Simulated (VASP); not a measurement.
Set up this calculation in VASP 6.6.1, as the native input.

- Task: single point
- Functional: LDA
- Potentials or basis: VASP PAW LDA potentials, release 64 (Mn_pv, Ni)
- Cutoff: 520 eV
- k mesh: 12 × 12 × 12
- Occupations: gaussian, width 0.05 eV
- Spin: collinear spin, ferromagnetic start
- Starting moments: [3.06, 0.53, 0.53, 0.53] μB
- Dipole correction: no
- Further INCAR settings: ALGO = Fast; EDIFF = 1e-06; NBANDS = 34

The structure of MnNi3 lies in POSCAR:

```
MnNi3
1.0
    3.5017865945      0.0000000000      0.0000000000
    0.0000000000      3.5017865945      0.0000000000
    0.0000000000      0.0000000000      3.5017865945
Mn Ni
1 3
Direct
    0.0000000000      0.0000000000      0.0000000000
    0.0000000000      0.5000000000      0.5000000000
    0.5000000000      0.0000000000      0.5000000000
    0.5000000000      0.5000000000      0.0000000000
```

The input as run:

INCAR

```
SYSTEM = MnNi3
PREC = Accurate
ENCUT = 520
EDIFF = 1E-6
ISMEAR = 0
SIGMA = 0.05
LREAL = .FALSE.
LASPH = .TRUE.
NELM = 150
ALGO = Fast
ISIF = 2
LWAVE = .FALSE.
LCHARG = .TRUE.
ISPIN = 2
MAGMOM = 3.06 0.53 0.53 0.53
LORBIT = 11
LMAXMIX = 4
LELF = .TRUE.
LVHAR = .TRUE.
NBANDS = 34
```

KPOINTS

```
regular mesh
0
G
  12 12 12
  0 0 0
```

Potentials or basis: VASP PAW LDA potentials, release 64 (Mn_pv, Ni).

Command:

```console
$ cat potpaw_LDA.64/Mn_pv/POTCAR potpaw_LDA.64/Ni/POTCAR > POTCAR
$ mpirun -np 1 vasp_std > vasp.out
```

It gave:

```yaml
Pressure: -8.6 GPa
Net_moment: 4.20 μB per cell
Site_moments: Mn +2.84; Ni +0.43 μB
Valence_electrons_inside_the_program's_atomic_spheres: Mn 11.77; Ni 9.44
```

Caveat: the cell stands under tension.

It took 110 s on 1 thread of Intel(R) Xeon(R) 6975P-C (Granite Rapids), on a shared host, peak memory 0.28 GiB.
